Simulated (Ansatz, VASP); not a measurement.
## Al4P in VASP and in Ansatz

Contents of INCAR:

```
SYSTEM = Al4P
PREC = Accurate
ENCUT = 520
EDIFF = 1E-6
ISMEAR = 0
SIGMA = 0.1
LREAL = .FALSE.
LASPH = .TRUE.
NELM = 100
ALGO = Normal
ISIF = 2
LWAVE = .FALSE.
LCHARG = .FALSE.
GGA = PE
NBANDS = 16
```

File KPOINTS:

```
Automatic mesh
0
G
  6 6 6
  0 0 0
```

POSCAR

```
Al4P
1.0
   -2.1131884500      2.1131884500      5.0701607100
    2.1131884500     -2.1131884500      5.0701607100
    2.1131884500      2.1131884500     -5.0701607100
Al P
4 1
Direct
    0.7500000000      0.2500000000      0.5000000000
    0.6177941000      0.6177941000      0.0000000000
    0.3822059000      0.3822059000      0.0000000000
    0.2500000000      0.7500000000      0.5000000000
    0.0000000000      0.0000000000      0.0000000000
```

Input for Ansatz:

```yaml
crystal:
  lattice:
    - [-2.11318845, 2.11318845, 5.07016071]
    - [2.11318845, -2.11318845, 5.07016071]
    - [2.11318845, 2.11318845, -5.07016071]
  atoms:
    - { symbol: Al, position: [0.75, 0.25, 0.5] }
    - { symbol: Al, position: [0.6177941, 0.6177941, 0.0] }
    - { symbol: Al, position: [0.3822059, 0.3822059, 0.0] }
    - { symbol: Al, position: [0.25, 0.75, 0.5] }
    - { symbol: P, position: [0.0, 0.0, 0.0] }
basis:
  ecutwfc: 420
kpoints:
  mp_grid: { grid: [6, 6, 6] }
hamiltonian:
  xc: pbe
scf:
  occupations: { method: gaussian, width: 0.1 }
  lower_state_search: "off"
output:
  forces: true
  stress: true
  eigenvalues: true
```

Change from the starting cell: species swapped into the BaIn4 type (I4/mmm, No. 139).

Alike in both runs: task single point; functional PBE; k mesh 6 × 6 × 6; occupations gaussian, width 0.1 eV; no spin polarisation.

|  | VASP | Ansatz |
| --- | --- | --- |
| version | VASP 6.6.1 | Ansatz 0.2.0 |
| potentials or method | VASP PAW PBE potentials, release 64 (Al, P), cutoff 520 eV | scalar-relativistic, plane waves, PAW |
| valence electrons in the cell | 17 | 17 |

```csv
,VASP,Ansatz,Ansatz less VASP
gap on the k mesh at the Fermi level (eV),none,none,-
pressure (GPa),7.3,7.3,+0.02
"traceless stress, the component that is largest in VASP (GPa)",7.57,7.57,-0.002
rms of the force components (eV/Å),0.426,0.426,-0.0004
```

Atom by atom the forces differ by 0.000 eV/Å (rms over components). A gap of «none» marks a metal or a gap that the smearing closes.
